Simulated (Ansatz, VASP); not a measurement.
**Si4S: VASP beside Ansatz**

```xyz
5
Lattice="3.8759 0.0149 0.0027 1.9249 3.3924 0.0026 1.9235 1.1325 7.9117" Properties=species:S:1:pos:R:3 pbc="T T T"
Si    5.0237    1.5061    4.0783
Si    3.0942    0.3605    0.1580
Si    3.0789    2.6077    0.9305
Si    3.0763    2.6360    3.3057
S     2.0181    1.4844    6.0727
```

Change from the starting cell: the structure that the rattled cell fell into.

Alike in both runs: functional PBE; k mesh 10 × 10 × 6; occupations gaussian, width 0.02 eV; no spin polarisation.

Ansatz relaxed the structure, and its values are those at the end. VASP's run is a single point on that final structure, the one shown.

```csv
,VASP,Ansatz
version,VASP 6.6.1,Ansatz 0.2.0
potentials or method,"VASP PAW PBE potentials, release 64 (Si, S), cutoff 520 eV","scalar-relativistic, plane waves, PAW"
valence electrons in the cell,22,22
```

VASP gave:

```
gap on the k mesh at the Fermi level (eV) : 0.46
least direct gap on the mesh (eV)         : 0.99
pressure (GPa)                            : -0.1
rms of the force components (eV/Å)        : 0.009
```

Q: What did Ansatz give for the same quantities?

A: gap on the k mesh at the Fermi level (eV): 0.45; least direct gap on the mesh (eV): 0.97; pressure (GPa): 0.0; rms of the force components (eV/Å): 0.002.
